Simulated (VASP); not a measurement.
Here is a VASP 6.6.1 calculation.

File INCAR:

```
PREC = Accurate
ENCUT = 520
EDIFF = 1E-6
ISMEAR = -1
SIGMA = 0.1
LREAL = F
LASPH = T
NELM = 80
ALGO = Normal
ISIF = 2
LWAVE = F
LCHARG = F
GGA = PE
NBANDS = 10
```

Contents of KPOINTS:

```
regular mesh
0
Gamma
  16 16 16
```

Contents of POSCAR:

```
Ir
1.0
   -1.4908680246      1.4908680246      1.4908680246
    1.4908680246     -1.4908680246      1.4908680246
    1.4908680246      1.4908680246     -1.4908680246
Ir
1
Direct
    0.0000000000      0.0000000000      0.0000000000
```

Potentials or basis: VASP PAW PBE potentials, release 64 (Ir).

Command:

```console
$ cat potpaw_PBE.64/Ir/POTCAR > POTCAR
$ mpirun -np 1 vasp_std > vasp.out
```

Q: What does it give for the pressure?

A: 55.3 GPa.
